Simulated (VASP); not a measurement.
# Al (P-3m1) in VASP: further runs

The runs below take Al through single point, with LDA.

Everything below comes from runs of VASP 6.6.1. Logs are shortened: lines on timing, memory, paths and dates and some standing lists are left out, and cuts for length are marked.

### 1 The cell of the first run

The structure is trigonal, space group P-3m1 (No. 164). The conventional cell has a = 2.862 Å, b = 2.862 Å, c = 14.773 Å, α = 90.00°, β = 90.00°, γ = 120.00°. Within 3.8 Å of Al (site symmetry 3m) lie 12 Al at 2.86 to 3.50 Å. Within 3.8 Å of Al (site symmetry 3m) lie 12 Al at 2.86 Å. Within 3.8 Å of Al (site symmetry 3m) lie 12 Al at 2.86 Å.

### 2 Single point, LDA (the distance across one plane changed)

The input, INCAR:

```
SYSTEM = Al
  ALGO = Fast
  EDIFF = 1E-6
  ENCUT = 520
  GGA = CA
  ISIF = 2
  ISMEAR = 0
  LASPH = .TRUE.
  LCHARG = .FALSE.
  LREAL = .FALSE.
  LWAVE = .FALSE.
  NBANDS = 18
  NELM = 60
  PREC = Accurate
  SIGMA = 0.15
```

The input, KPOINTS:

```
k-points
0
G
  19 19 4
  0 0 0
```

The input, POSCAR:

```
Al
1.0
    2.0239800000     -2.0239800000      0.0000000000
    2.0239800000      0.0000000000     -2.0239800000
    8.5289327019      8.5289327019      8.5289327019
Al
6
Direct
    0.6666666667      0.6666666667      0.0790866913
    0.0000000000      0.0000000000      0.8701118097
    0.3333333333      0.3333333333      0.2372917150
    0.6666666667      0.6666666667      0.5537017623
    0.0000000000      0.0000000000      0.3954967387
    0.3333333333      0.3333333333      0.7119067860
```

Potentials or basis: VASP PAW LDA potentials, release 64 (Al).

Started as:

```
$ cat potpaw_LDA.64/Al/POTCAR > POTCAR
$ mpirun -np 1 vasp_std > vasp.out
```

OUTCAR:

```text
SYSTEM = Al
   EDIFF = 1E-6
   ENCUT = 520
   GGA = CA
   ISIF = 2
   ISMEAR = 0
   LASPH = .TRUE.
   LREAL = .FALSE.
   NELM = 60
   PREC = Accurate

 ion  position               nearest neighbor table
   1  0.667  0.667  0.079-   3 2.86   3 2.86   3 2.86
   2  0.000  0.000  0.870-   6 2.86   6 2.86   6 2.86
   3  0.333  0.333  0.237-   5 2.86   1 2.86   1 2.86   5 2.86   5 2.86   1 2.86
   4  0.667  0.667  0.554-   5 2.86   5 2.86   5 2.86   6 2.86   6 2.86   6 2.86
   5  0.000  0.000  0.395-   4 2.86   4 2.86   4 2.86   3 2.86   3 2.86   3 2.86
   6  0.333  0.333  0.712-   2 2.86   4 2.86   4 2.86   2 2.86   2 2.86   4 2.86

  LATTYP: Found a hexagonal cell.
 ALAT       =     2.8623399660
 C/A-ratio  =     5.1610028682

  Lattice vectors:

 A1 = (  -2.0239800000,   0.0000000000,   2.0239800000)
 A2 = (   2.0239800000,  -2.0239800000,   0.0000000000)
 A3 = (   8.5289327019,   8.5289327019,   8.5289327019)

Analysis of symmetry for initial positions (statically):
=====================================================================
 Subroutine PRICEL returns:
 Original cell was already a primitive cell.

 Routine SETGRP: Setting up the symmetry group for a
 hexagonal supercell.

 Subroutine GETGRP returns: Found 12 space group operations
 (whereof  6 operations were pure point group operations)
 out of a pool of 24 trial point group operations.

The static configuration has the point symmetry C_3v.
 The point group associated with its full space group is D_3d.

Analysis of symmetry for dynamics (positions and initial velocities):
=====================================================================
 Subroutine PRICEL returns:
 Original cell was already a primitive cell.

 Routine SETGRP: Setting up the symmetry group for a
 hexagonal supercell.

 Subroutine GETGRP returns: Found 12 space group operations
 (whereof  6 operations were pure point group operations)
 out of a pool of 24 trial point group operations.

The dynamic configuration has the point symmetry C_3v.
 The point group associated with its full space group is D_3d.

 Subroutine INISYM returns: Found 12 space group operations
 (whereof  6 operations are pure point group operations),
 and found     1 'primitive' translations

----------------------------------------------------------------------------------------

                                     Primitive cell

  volume of cell :     104.8162

  direct lattice vectors                    reciprocal lattice vectors
     2.023980000 -2.023980000  0.000000000     0.164692009 -0.329384019  0.164692009
     2.023980000  0.000000000 -2.023980000     0.164692009  0.164692009 -0.329384019
     8.528932702  8.528932702  8.528932702     0.039082655  0.039082655  0.039082655

  length of vectors
     2.862339966  2.862339966 14.772544774     0.403411388  0.403411388  0.067693144

  position of ions in fractional coordinates (direct lattice)
     0.666666667  0.666666667  0.079086691
     0.000000000  0.000000000  0.870111810
     0.333333333  0.333333333  0.237291715
     0.666666667  0.666666667  0.553701762
     0.000000000  0.000000000  0.395496739
     0.333333333  0.333333333  0.711906786

  ion indices of the primitive-cell ions
   primitive index   ion index
                 1           1
                 2           2
                 3           3
                 4           4
                 5           5
                 6           6

----------------------------------------------------------------------------------------

 KPOINTS: k-points

Automatic generation of k-mesh.
 Grid dimensions read from file:
 generate k-points for:   19   19    4

 Generating k-lattice:

  Cartesian coordinates                     Fractional coordinates (reciprocal lattice)
     0.008668000 -0.017336001  0.008668000     0.052631579  0.000000000  0.000000000
     0.008668000  0.008668000 -0.017336001     0.000000000  0.052631579  0.000000000
     0.009770664  0.009770664  0.009770664     0.000000000  0.000000000  0.250000000

  Length of vectors
     0.021232178  0.021232178  0.016923286

  Shift w.r.t. Gamma in fractional coordinates (k-lattice)
     0.000000000  0.000000000  0.000000000

 Subroutine IBZKPT returns following result:
 ===========================================

 Found    150 irreducible k-points:

 Following reciprocal coordinates:
            Coordinates               Weight
  0.000000  0.000000  0.000000      1.000000
  0.052632  0.000000  0.000000      6.000000
  0.105263  0.000000  0.000000      6.000000
  0.157895  0.000000  0.000000      6.000000
  0.210526  0.000000  0.000000      6.000000
  0.263158  0.000000  0.000000      6.000000
[... 16 lines left out ...]
  0.368421  0.105263  0.000000     12.000000
  0.421053  0.105263  0.000000     12.000000
 [... further k-points ...]
   k-points           NKPTS =    150   k-points in BZ     NKDIM =    150   number of bands    NBANDS=     18
   number of dos      NEDOS =    301   number of ions     NIONS =      6
   total plane-waves  NPLWV =  64512
   dimension x,y,z NGX =    24 NGY =   24 NGZ =  112
   dimension x,y,z NGXF=    48 NGYF=   48 NGZF=  224
   ions per type =               6
   NGX,Y,Z   is equivalent  to a cutoff of  13.94, 13.94, 12.60 a.u.
   NGXF,Y,Z  is equivalent  to a cutoff of  27.88, 27.88, 25.21 a.u.
 SYSTEM =  Al
   PREC   = accura    normal or accurate (medium, high low for compatibility)
   ISTART =      0    job   : 0-new  1-cont  2-samecut
   ICHARG =      2    charge: 1-file 2-atom 10-const
   ISPIN  =      1    spin polarized calculation?
   LNONCOLLINEAR =      F non collinear calculations
   LSORBIT =      F    spin-orbit coupling
   LASPH  =      T    aspherical Exc in radial PAW
   ENCUT  =  520.0 eV  38.22 Ry    6.18 a.u.   5.32  5.32 27.47*2*pi/ulx,y,z
   NELM   =     60;   NELMIN=  2; NELMDL= -5     # of ELM steps
   EDIFF  = 0.1E-05   stopping-criterion for ELM
   LREAL  =      F    real-space projection
   EDIFFG = 0.1E-04   stopping-criterion for IOM
   NSW    =      0    number of steps for IOM
   IBRION =     -1    ionic relax: 0-MD 1-quasi-New 2-CG
   NFREE  =      0    steps in history (QN), initial steepest desc. (CG)
   ISIF   =      2    stress and relaxation
   ISYM   =      2    0-nonsym 1-usesym 2-fastsym
   POTIM  = 0.5000    time-step for ionic-motion
   TEBEG  =    0.0;   TEEND  =   0.0 temperature during run
   PSTRESS=    0.0 pullay stress
   NELECT =      18.0000    total number of electrons
   NUPDOWN=      -1.0000    fix difference up-down
   EMIN   =  10.00;   EMAX   =-10.00  energy-range for DOS
   EFERMI =   0.00;   METHOD = LEGACY
   ISMEAR =     0;   SIGMA  =   0.15  broadening in eV -4-tet -1-fermi 0-gaus
   EFERMI_NEDOS =   21; number of points for ismear=-14 and -15
   IALGO  =     68    algorithm
   IMIX   =      4    mixing-type and parameters
     AMIX     =   0.40;   BMIX     =  1.00
     AMIX_MAG =   1.60;   BMIX_MAG =  1.00
  volume/ion in A,a.u.               =      17.47       117.89
  Fermi-wavevector in a.u.,A,eV,Ry     =   0.909961  1.719577 11.266024  0.828029
  Thomas-Fermi vector in A             =   2.034067
   LORBIT       =      0    0 simple, 1 ext, 2 COOP (PROOUT), +10 PAW based schemes
   GGA     = CA    functional components
   LHFCALC =     F    Hartree Fock is set to
   AEXX    =    0.0000 exact exchange contribution
   IVDW    =     0    specifies the selected vdW correction
   LEPSILON=     F    determine dielectric tensor
   LRPA    =     F    only Hartree local field effects (RPA)
 non-spin polarized calculation
 RMM-DIIS sequential band-by-band and
 Gauss-broadening in eV      SIGMA  =   0.15
  energy-cutoff  :      520.00
  volume of cell :      104.82
 maximum number of plane-waves:      2848
 NGX is ok and might be reduce to    24
   NGX = 11   NGY = 11   NGZ = 55

 number of electron      18.0000000 magnetization

 Free energy of the ion-electron system (eV)
  ---------------------------------------------------
  ext. energy  EPLUGINS =         0.00000000
  ---------------------------------------------------
  free energy    TOTEN  =       -24.74784444 eV

  energy without entropy =      -24.71853959  energy(sigma->0) =      -24.73319201

 E-fermi :   7.1718     XC(G=0): -10.1069

 val. band max:        7.1632806348   @ k =   0.4211   0.1579   0.2500
 cond. band min:       7.1740737441   @ k =  -0.4737   0.2105   0.0000
 fundamental gap:      0.0107931093
 Fermi energy:         7.1717814449

 k-point     1 :       0.0000    0.0000    0.0000
  band No.  band energies     occupation
      1      -3.7509      2.00000
      2      -3.1938      2.00000
      3      -2.6360      2.00000
      4      -1.1228      2.00000
      5      -0.4477      2.00000
      6       2.2905      2.00000
[... 10 lines left out ...]
     17      18.3377      0.00000
     18      18.4343      0.00000

 k-point     2 :       0.0526    0.0000    0.0000
  band No.  band energies     occupation
      1      -3.6844      2.00000
      2      -3.1276      2.00000
      3      -2.5699      2.00000
      4      -1.0574      2.00000
      5      -0.3823      2.00000
      6       2.3558      2.00000
[... 10 lines left out ...]
     17      17.8812      0.00000
     18      18.2437      0.00000

 k-point     3 :       0.1053    0.0000    0.0000
  band No.  band energies     occupation
      1      -3.4850      2.00000
      2      -2.9290      2.00000
      3      -2.3716      2.00000
      4      -0.8614      2.00000
      5      -0.1863      2.00000
      6       2.5514      2.00000
[... 10 lines left out ...]
     17      16.6371      0.00000
     18      17.0836      0.00000

 k-point     4 :       0.1579    0.0000    0.0000
  band No.  band energies     occupation
      1      -3.1534      2.00000
      2      -2.5986      2.00000
      3      -2.0418      2.00000
      4      -0.5355      2.00000
      5       0.1398      2.00000
      6       2.8758      2.00000
[... 10 lines left out ...]
     17      15.4842      0.00000
     18      15.6696      0.00000

 k-point     5 :       0.2105    0.0000    0.0000
  band No.  band energies     occupation
      1      -2.6904      2.00000
      2      -2.1375      2.00000
      3      -1.5814      2.00000
      4      -0.0806      2.00000
      5       0.5948      2.00000
      6       3.3260      2.00000
[... 10 lines left out ...]
     17      14.5220      0.00000
     18      14.9898      0.00000

 k-point     6 :       0.2632    0.0000    0.0000
  band No.  band energies     occupation
      1      -2.0974      2.00000
      2      -1.5468      2.00000
      3      -0.9916      2.00000
      4       0.5017      2.00000
      5       1.1771      2.00000
      6       3.8964      2.00000
[... 10 lines left out ...]
     17      14.1313      0.00000
     18      14.3623      0.00000

 k-point     7 :       0.3158    0.0000    0.0000
  band No.  band energies     occupation
      1      -1.3760      2.00000
      2      -0.8284      2.00000
      3      -0.2743      2.00000
      4       1.2093      2.00000
      5       1.8843      2.00000
      6       4.5695      2.00000
[... 10 lines left out ...]
     17      13.5018      0.00000
     18      14.0127      0.00000

 k-point     8 :       0.3684    0.0000    0.0000
  band No.  band energies     occupation
      1      -0.5282      2.00000
      2       0.0158      2.00000
      3       0.5683      2.00000
      4       2.0384      2.00000
      5       2.7115      2.00000
      6       5.1874      2.00000
[... 10 lines left out ...]
     17      13.1625      0.00000
     18      13.6319      0.00000
[... 229 lines left out ...]
     17      12.3266      0.00000
     18      12.5053      0.00000

 k-point    20 :       0.2105    0.1053   -0.0000
  band No.  band energies     occupation
      1      -2.9548      2.00000
      2      -2.4008      2.00000
      3      -1.8443      2.00000
      4      -0.3403      2.00000
      5       0.3350      2.00000
      6       3.0694      2.00000
[... 10 lines left out ...]
     17      13.9673      0.00000
     18      14.6763      0.00000

 k-point    21 :       0.2632    0.1053    0.0000
  band No.  band energies     occupation
      1      -2.4925      2.00000
      2      -1.9403      2.00000
      3      -1.3845      2.00000
      4       0.1139      2.00000
      5       0.7893      2.00000
      6       3.5178      2.00000
[... 10 lines left out ...]
     17      13.6376      0.00000
     18      13.8709      0.00000

 k-point    22 :       0.3158    0.1053    0.0000
  band No.  band energies     occupation
      1      -1.9003      2.00000
      2      -1.3505      2.00000
      3      -0.7956      2.00000
      4       0.6952      2.00000
      5       1.3706      2.00000
      6       4.0854      2.00000
[... 10 lines left out ...]
     17      12.4573      0.00000
     18      13.7461      0.00000

 k-point    23 :       0.3684    0.1053    0.0000
  band No.  band energies     occupation
      1      -1.1799      2.00000
      2      -0.6330      2.00000
      3      -0.0793      2.00000
      4       1.4016      2.00000
      5       2.0765      2.00000
      6       4.7548      2.00000
[... 10 lines left out ...]
     17      11.8842      0.00000
     18      13.0711      0.00000

 k-point    24 :       0.4211    0.1053    0.0000
  band No.  band energies     occupation
      1      -0.3332      2.00000
      2       0.2099      2.00000
      3       0.7621      2.00000
      4       2.2291      2.00000
      5       2.9018      2.00000
      6       5.3695      2.00000
[... 10 lines left out ...]
     17      11.4058      0.00000
     18      11.8951      0.00000

 [... further k-points ...]
[... 5 lines left out ...]
  --------------------------------------------------------------------------------------
  -------------------------------------------------------------------------------------
  Total       -3.1412100     -3.1412100     -3.1412100      0.0147128      0.0147128      0.0147128
  in kB      -48.0152481    -48.0152481    -48.0152481      0.2248945      0.2248945      0.2248945
  external PRESSURE =     -48.0152481 kB  Pullay stress =       0.0000000 kB

 VOLUME and BASIS-vectors are now :
 -----------------------------------------------------------------------------
  energy-cutoff  :      520.00
  volume of cell :      104.82
      direct lattice vectors                 reciprocal lattice vectors
     2.023980000 -2.023980000  0.000000000     0.164692009 -0.329384019  0.164692009
     2.023980000  0.000000000 -2.023980000     0.164692009  0.164692009 -0.329384019
     8.528932702  8.528932702  8.528932702     0.039082655  0.039082655  0.039082655

 POSITION                                       TOTAL-FORCE (eV/Angst)
 -----------------------------------------------------------------------------------
      3.37317     -0.67479     -0.67479        -0.234618     -0.234618     -0.234618
      7.42113      7.42113      7.42113         0.234618      0.234618      0.234618
      3.37317      1.34919      1.34919         0.020437      0.020437      0.020437
      7.42113      3.37317      3.37317        -0.006102     -0.006102     -0.006102
      3.37317      3.37317      3.37317         0.006102      0.006102      0.006102
      7.42113      5.39715      5.39715        -0.020437     -0.020437     -0.020437
 -----------------------------------------------------------------------------------
    total drift:                                0.000003      0.000003      0.000003

  FREE ENERGIE OF THE ION-ELECTRON SYSTEM (eV)
  ---------------------------------------------------
  free  energy   TOTEN  =       -24.7478444377 eV

  energy  without entropy=      -24.7185395905  energy(sigma->0) =      -24.73319201
```

It took 7.6 min on 1 thread of AMD EPYC 7R43 (Zen 3), shared host; peak memory 0.29 GiB.

Results:

* Free energy: -24.7478 eV
* Pressure: -4.8 GPa
* Largest force: 0.406 eV/Å
* Band gap on the k mesh: zero (bands 9 and 10 overlap by 4.55 eV)

Forces in eV/Å, atoms in the order of the input:
```
Al  -0.235 -0.235 -0.235
Al   0.235  0.235  0.235
Al   0.020  0.020  0.020
Al  -0.006 -0.006 -0.006
Al   0.006  0.006  0.006
Al  -0.020 -0.020 -0.020
```

Caveat: the cell differs from its parent crystal (the distance across one plane changed); the cell stands under tension.

### 3 Single point, LDA (the distance across one plane changed)

Changes to INCAR since step 2:

```diff
@@ -12,3 +12,3 @@
   NBANDS = 18
-  NELM = 60
+  NELM = 80
   PREC = Accurate
```

KPOINTS is that of step 2.

The input, POSCAR:

```
Al
1.0
    2.0239800000     -2.0239800000      0.0000000000
    2.0239800000      0.0000000000     -2.0239800000
    8.6732702692      8.6732702692      8.6732702692
Al
6
Direct
    0.6666666667      0.6666666667      0.0777705579
    0.0000000000      0.0000000000      0.8556317096
    0.3333333333      0.3333333333      0.2333427883
    0.6666666667      0.6666666667      0.5444872489
    0.0000000000      0.0000000000      0.3889150186
    0.3333333333      0.3333333333      0.7000594792
```

Potentials or basis: VASP PAW LDA potentials, release 64 (Al).

Started as:

```
$ cat potpaw_LDA.64/Al/POTCAR > POTCAR
$ mpirun -np 1 vasp_std > vasp.out
```

Run time: 7.3 min. Hardware: 1 thread of AMD EPYC 7R43 (Zen 3), shared host; peak memory 0.29 GiB.

Results (log left out):

```yaml
Free_energy: -24.6289 eV
Pressure: -4.8 GPa
Largest_force: 0.331 eV/Å
Band_gap_on_the_k_mesh: zero (bands 9 and 10 overlap by 4.36 eV)
```

Forces on the atoms (eV/Å):
```
Al  -0.191 -0.191 -0.191
Al   0.191  0.191  0.191
Al   0.023  0.023  0.023
Al  -0.002 -0.002 -0.002
Al   0.002  0.002  0.002
Al  -0.023 -0.023 -0.023
```

Stress tensor (GPa, compression positive):
```
-4.75  0.14  0.14
 0.14 -4.75  0.14
 0.14  0.14 -4.75
```

Levels at points of the mesh, in eV from the Fermi level:
```
           k point  band 4  band 5  band 6  band 7  band 8  band 9  band 10  band 11  band 12  band 13
(0.00, 0.00, 0.00)   -8.34   -7.48   -5.00   -4.30   -0.62    0.02     4.87     5.29    10.76    10.76
(0.00, 0.00, 0.50)   -8.73   -6.84   -5.97   -3.00   -2.24    2.01     2.54     7.93     8.23    10.78
```

Caveat: the cell differs from its parent crystal (the distance across one plane changed); the cell stands under tension.
